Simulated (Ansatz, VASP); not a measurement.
## One calculation of TaRu, two programs

Contents of INCAR:

```
ALGO = Normal
EDIFF = 1E-8
ENCUT = 520
GGA = CA
ISIF = 2
ISMEAR = -1
LASPH = T
LCHARG = F
LEFG = T
LREAL = F
LWAVE = F
NBANDS = 20
NELM = 100
PREC = Accurate
SIGMA = 0.03
```

File KPOINTS:

```
k-points
0
Gamma
  13 13 13
```

POSCAR

```
TaRu
1.0
    3.2081065754      0.0000000000      0.0000000000
    0.0000000000      3.2081065754      0.0000000000
    0.0000000000      0.0000000000      3.2081065754
Ta Ru
1 1
Direct
    0.5000000000      0.5000000000      0.5000000000
    0.0000000000      0.0000000000      0.0000000000
```

Input for Ansatz:

```yaml
crystal:
  lattice:
    - [3.2081065754, 0.0, 0.0]
    - [0.0, 3.2081065754, 0.0]
    - [0.0, 0.0, 3.2081065754]
  atoms:
    - { symbol: Ta, position: [0.5, 0.5, 0.5] }
    - { symbol: Ru, position: [0.0, 0.0, 0.0] }
kpoints:
  mp_grid: { grid: [13, 13, 13] }
scf:
  occupations: { method: fermi_dirac, width: 0.03 }
hamiltonian:
  xc: lda
  pseudopotentials: { kind: all_electron, datasets: crystal }
output:
  forces: true
  stress: true
  eigenvalues: true
  efg: { contact_densities: true }
```

Change from the starting cell: volume scaled by 1.02, crystal datasets.

Alike in both runs: task electric field gradients; functional LDA; k mesh 13 × 13 × 13; occupations fermi-dirac, width 0.03 eV; no spin polarisation.

|  | VASP | Ansatz |
| --- | --- | --- |
| version | VASP 6.6.1 | Ansatz 0.2.0 |
| potentials or method | VASP PAW LDA potentials, release 64 (Ta_pv, Ru_pv), cutoff 520 eV | all-electron PAW with datasets made for the crystal, scalar-relativistic |

|  | VASP | Ansatz | Ansatz less VASP |
| --- | --- | --- | --- |
| pressure (GPa) | -19.6 | -20.2 | -0.58 |

LDA's correlation is that of Perdew and Zunger in VASP and of Perdew and Wang (1992) in Ansatz. Ansatz ran all-electron here, and VASP with PAW potentials.

Spin-orbit coupling is off throughout.
